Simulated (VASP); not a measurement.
## TaN: relaxation of cell and atoms with PBEsol+D3(BJ)

Crystal: TaN.

```
CELL_PARAMETERS angstrom
0.00000 2.21132 2.21132
2.21132 0.00000 2.21132
2.21132 2.21132 0.00000
ATOMIC_POSITIONS crystal
Ta 0.50000 0.50000 0.50000
N 0.00000 0.00000 0.00000
```

```yaml
Program: VASP 6.6.1
Task: relaxation of cell and atoms
Functional: PBEsol
Dispersion: D3(BJ)
Potentials_or_basis: VASP PAW PBE potentials, release 64 (Ta_pv, N)
Cutoff: 600 eV
k_mesh: 10 × 10 × 10
Occupations: fermi-dirac, width 0.05 eV
Spin: no spin polarisation
Dipole_correction: no
Further_INCAR_settings: ALGO = Normal; EDIFF = 1e-06; IBRION = 2; EDIFFG = -0.005; NSW = 80; ISIF = 3
```

The relaxed volume is 10.29 Å³/atom. The relaxed cell is a = 3.076 Å, b = 3.076 Å, c = 3.076 Å, α = 60.00°, β = 60.00°, γ = 60.00° and the space group after relaxing (to 0.05 Å) is Fm-3m (No. 225). The energy gained by relaxing is 29.1 meV/atom. The ionic steps are 7, the pressure after relaxing is 0.0 GPa and the band gap on the k mesh is zero (band 8 reaches 11.76 eV, above the bottom of band 9 at 7.53 eV). The dispersion energy per atom is -0.482 eV.

The path:
| step | energy change (eV) | largest force (eV/Å) | pressure (GPa) | volume (Å³) |
| --- | --- | --- | --- | --- |
| 1 | 0.0000 | 0.0000 | -16.84 | 21.63 |
| 2 | 0.3207 | 0.0000 | 58.53 | 18.26 |
| 3 | -0.0580 | 0.0000 | -0.80 | 20.62 |
| 4 | -0.0581 | 0.0000 | -0.16 | 20.58 |
| 5 | -0.0581 | 0.0000 | 0.23 | 20.56 |
| 6 | -0.0581 | 0.0000 | -0.41 | 20.60 |
| 7 | -0.0581 | 0.0000 | -0.02 | 20.57 |

Final structure:
```xyz
2
Lattice="0.0000 2.1748 2.1748 2.1748 0.0000 2.1748 2.1748 2.1748 0.0000" Properties=species:S:1:pos:R:3 pbc="T T T"
Ta    2.1748    2.1748    2.1748
N     0.0000    0.0000    0.0000
```

Levels at points of the mesh, in eV from the Fermi level:
```
           k point  band 5  band 6  band 7  band 8  band 9  band 10  band 11  band 12
(0.00, 0.00, 0.00)   -3.90   -3.90   -3.90   -2.25   -2.25    -2.25     0.00     0.00
(0.50, 0.00, 0.00)  -10.70   -7.85   -7.85    1.98    1.98     2.09     3.89     7.89
(0.50, 0.50, 0.00)   -6.71   -5.76   -4.71   -4.71    2.17     3.72     3.72     4.90
```

It took 41 s on 1 thread of Intel(R) Xeon(R) Platinum 8488C (Sapphire Rapids) (shared host), peak memory 0.18 GiB.

Caveat: the PAW data sets were made with another functional, which shifts forces and pressure a little; spin-orbit coupling is left out, which moves the levels of the heavy elements; pairwise dispersion overbinds metals, which lowers pressure and volume.
